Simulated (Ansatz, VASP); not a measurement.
**Pb: VASP beside Ansatz**

Contents of INCAR:

```
PREC = Accurate
ENCUT = 520
EDIFF = 1E-6
ISMEAR = -1
SIGMA = 0.1
LREAL = False
LASPH = True
NELM = 80
ALGO = Normal
ISIF = 2
LWAVE = False
LCHARG = False
GGA = RP
NBANDS = 28
```

File KPOINTS:

```
Automatic mesh
0
Gamma
  8 8 12
```

Contents of POSCAR:

```
Pb
1.0
    5.9259150423      0.0000000000      0.0000000000
   -2.9629575212      5.1319929673      0.0000000000
    0.0000000000      0.0000000000      3.5752481621
Pb
3
Direct
    1.0000000000      0.0000000000      0.0000000000
    0.3333333333      0.6666666667      0.5000000000
    0.6666666667      0.3333333333      0.5000000000
```

Input for Ansatz:

```yaml
crystal:
  lattice:
    - [5.9259150423, 0.0, 0.0]
    - [-2.9629575212, 5.1319929673, 0.0]
    - [0.0, 0.0, 3.5752481621]
  atoms:
    - { symbol: Pb, position: [1.0, 0.0, 0.0] }
    - { symbol: Pb, position: [0.3333333333, 0.6666666667, 0.5] }
    - { symbol: Pb, position: [0.6666666667, 0.3333333333, 0.5] }
hamiltonian:
  xc: rpbe
  pseudopotentials:
    kind: paw
    azcp:
      Pb: "pseudopotentials/Pb.paw.azcp"
basis:
  ecutwfc: 420
  fft_grid_basis: typed
kpoints:
  mp_grid: { grid: [8, 8, 12], shift: [0, 0, 0] }
magnetization:
  spin_polarized: false
scf:
  occupations: { method: fermi_dirac, width: 0.1 }
output:
  stress: true
  write_density: true
  write_potential: true
  elf: true
  volumetric_format: npy
```

Alike in both runs: task single point; functional RPBE; k mesh 8 × 8 × 12; occupations fermi-dirac, width 0.1 eV; no spin polarisation.

|  | VASP | Ansatz |
| --- | --- | --- |
| version | VASP 6.6.1 | Ansatz 0.2.0 |
| potentials or method | VASP PAW PBE potentials, release 64 (Pb_d), cutoff 520 eV | plane waves (420 eV) with PAW, scalar-relativistic |
| valence electrons in the cell | 42 | 42 |

|  | VASP | Ansatz | Ansatz less VASP |
| --- | --- | --- | --- |
| pressure (GPa) | -2.3 | -2.3 | +0.03 |
| traceless stress, the component that is largest in VASP (GPa) | 0.22 | 0.21 | -0.003 |

VASP's potentials were made for PBE, not for RPBE. The functional is the same, so the differences come from potentials, cutoffs and numerics.

Spin-orbit coupling is off throughout.
